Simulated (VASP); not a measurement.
Here is a VASP 6.6.1 calculation.

INCAR

```
  PREC = Accurate
  ENCUT = 520
  EDIFF = 1E-7
  ISMEAR = 0
  SIGMA = 0.15
  LREAL = F
  LASPH = T
  NELM = 80
  ALGO = Fast
  ISIF = 2
  LWAVE = F
  LCHARG = F
  GGA = PE
  NBANDS = 19
```

File KPOINTS:

```
Automatic mesh
0
Gamma
  24 24 10
```

File POSCAR:

```
Zn
1.0
    2.5582061311      0.0000000000      0.0000000000
   -1.2791030655      2.2154714976      0.0000000000
    0.0000000000      0.0000000000      4.9467000000
Zn
2
Direct
    0.3333333333      0.6666666667      0.2500000000
    0.6666666667      0.3333333333      0.7500000000
```

Potentials or basis: VASP PAW PBE potentials, release 64 (Zn).

The run is started by

```sh
$ cat potpaw_PBE.64/Zn/POTCAR > POTCAR
$ mpirun -np 1 vasp_std > vasp.out
```

Predict the band gap on the k mesh.

zero (band 12 reaches 5.31 eV, above the bottom of band 13 at 0.27 eV).

What does it give for the pressure?

8.9 GPa.

Stress tensor (GPa, compression positive):
```
10.67  0.00  0.00
 0.00 10.67  0.00
 0.00  0.00  5.24
```

Caveat: the cell differs from its parent crystal (strain -0.040 along x and y, +0.000 along z).
